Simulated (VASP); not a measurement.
A run of VASP 6.6.1 is set up as follows.

The input INCAR:

```
  PREC = Accurate
  ENCUT = 520
  EDIFF = 1E-6
  ISMEAR = -1
  SIGMA = 0.08
  LREAL = False
  LASPH = True
  NELM = 60
  ALGO = Normal
  ISIF = 2
  LWAVE = False
  LCHARG = False
  LDIPOL = True
  IDIPOL = 3
  DIPOL = 0.5 0.5 0.500
  GGA = PE
  NBANDS = 33
```

Contents of KPOINTS:

```
regular mesh
0
Gamma
  12 12 1
```

POSCAR

```
Pt
1.0
    2.8080030018      0.0000000000      0.0000000000
    0.0000000000      2.8080030018      0.0000000000
    0.0000000000      0.0000000000     23.9422000000
Pt
5
Direct
    0.0000000000      0.0000000000      0.3366330712
    0.5000000000      0.5000000000      0.4175861933
    0.0000000000      0.0000000000      0.5000000008
    0.5000000000      0.5000000000      0.5824138035
    0.0000000000      0.0000000000      0.6633669312
```

Potentials or basis: VASP PAW PBE potentials, release 64 (Pt).

Launch:

```sh
$ cat potpaw_PBE.64/Pt/POTCAR > POTCAR
$ mpirun -np 1 vasp_std > vasp.out
```

Question: Estimate the band gap on the k mesh.

Answer: Zero (band 25 reaches 1.99 eV, above the bottom of band 26 at 0.56 eV).

Question: Estimate the largest force.

Answer: 0.018 eV/Å.

Forces in eV/Å, atoms in the order of the input:
```
Pt   0.000  0.000  0.018
Pt   0.000  0.000  0.001
Pt   0.000  0.000  0.000
Pt   0.000  0.000 -0.001
Pt   0.000  0.000 -0.018
```

Caveat: spin-orbit coupling is left out, which moves the levels of the heavy elements.
